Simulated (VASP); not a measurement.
A run of VASP 6.6.1 is set up as follows.

INCAR

```
ALGO = Normal
EDIFF = 1E-6
ENCUT = 520
ISIF = 2
ISMEAR = 0
LASPH = True
LCHARG = False
LREAL = False
LWAVE = False
NBANDS = 35
NELM = 80
PREC = Accurate
SIGMA = 0.05
```

File KPOINTS:

```
k-points
0
Gamma
  12 12 4
```

The input POSCAR:

```
WS2
1.0
    3.1812289120      0.0000000000      0.0000000000
   -1.5906144560      2.7550250530      0.0000000000
    0.0000000000      0.0000000000     12.3643864273
W S
2 4
Direct
    0.3333333333      0.6666666667      0.2500000000
    0.6666666667      0.3333333333      0.7500000000
    0.3333333333      0.6666666667      0.6145775701
    0.6666666667      0.3333333333      0.1145775701
    0.3333333333      0.6666666667      0.8854224299
    0.6666666667      0.3333333333      0.3854224299
```

Potentials or basis: VASP PAW LDA potentials, release 64 (W_sv, S).

Run with:

```sh
$ cat potpaw_LDA.64/W_sv/POTCAR potpaw_LDA.64/S/POTCAR > POTCAR
$ mpirun -np 1 vasp_std > vasp.out
```

(1) Estimate the band gap on the k mesh.

(2) Estimate the pressure.

(3) What does it give for the largest force?

## Answers

(1) 0.82 eV (least direct gap 1.90 eV).

(2) -15.3 GPa.

(3) 2.229 eV/Å.

Caveat: the cell differs from its parent crystal (atoms shifted along a free coordinate); the stress differs along the axes, from -22 to -12 GPa; spin-orbit coupling is left out, which moves the levels of the heavy elements; forces of over 1 eV/Å act on the atoms, so gaps and moduli don't describe the material at rest.
